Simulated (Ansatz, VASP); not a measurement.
## Yb in VASP and in Ansatz

```
CELL_PARAMETERS angstrom
3.54590 0.00000 0.00000
0.00000 3.54590 0.00000
0.00000 0.00000 3.54590
ATOMIC_POSITIONS crystal
Yb 0.00000 0.00000 0.00000
```

Alike in both runs: task relaxation of cell and atoms; functional PBEsol; k mesh 9 × 9 × 9; occupations fermi-dirac, width 0.1 eV; no spin polarisation.

|  | VASP | Ansatz |
| --- | --- | --- |
| version | VASP 6.6.1 | Ansatz 0.2.0 |
| potentials or method | VASP PAW PBE potentials, release 64 (Yb), cutoff 600 eV | plane waves (420 eV) with PAW, scalar-relativistic |
| valence electrons in the cell | 24 | 24 |

|  | VASP | Ansatz | Ansatz less VASP |
| --- | --- | --- | --- |
| relaxed volume (Å³/atom) | 33.88 | 34.32 | +0.436 |
| relaxed cell length with the largest relative difference (Å) | 3.236 | 3.250 | +0.0138 |

VASP's potentials were made for PBE, not for PBEsol, and Ansatz warns of the same on its side.

Neither program's run includes spin-orbit coupling. Noted on VASP's run: the volume moved by over 15 % at a fixed basis, so the end points are rough.
